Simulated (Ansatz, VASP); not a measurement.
## HfO2 in VASP and in Ansatz

```
Hf O
1.0
     0.00000    2.55750    2.55750
     2.55750    0.00000    2.55750
     2.55750    2.55750    0.00000
Hf O
1 2
Direct
  0.00000 0.00000 0.00000
  0.75000 0.75000 0.75000
  0.25000 0.25000 0.25000
```

Alike in both runs: task relaxation of cell and atoms; functional PBE; k mesh 9 × 9 × 9; occupations fermi-dirac, width 0.05 eV; no spin polarisation; Hubbard terms Hf d U = 4.0 eV.

```csv
,VASP,Ansatz
version,VASP 6.6.1,Ansatz 0.2.0
potentials or method,"VASP PAW PBE potentials, release 64 (Hf_pv, O)",Ansatz PAW
plane-wave cutoff (eV),600,420
valence electrons in the cell,22,38
```

|  | VASP | Ansatz | Ansatz less VASP |
| --- | --- | --- | --- |
| gap on the k mesh at the Fermi level, each at its own relaxed structure (eV) | 4.29 | 4.51 | +0.217 |
| relaxed volume (Å³/atom) | 11.35 | 11.31 | -0.042 |
| relaxed length of the cell vector where the two differ most in proportion (Å) | 3.638 | 3.634 | -0.0044 |

The programs project onto different local orbitals, so the same U acts differently, and such runs can settle in different states. VASP's potentials hold 22 valence electrons a cell and Ansatz's 38, so a difference there can come from the potentials and not from the codes.

Neither program's run includes spin-orbit coupling. Noted on Ansatz's run: odd divisions of the mesh miss points on the zone boundary, where band edges often lie, so the gap on the mesh can be too wide; the plane-wave basis is chosen anew once the cell has moved, so the energies of steps on either side of that aren't comparable.
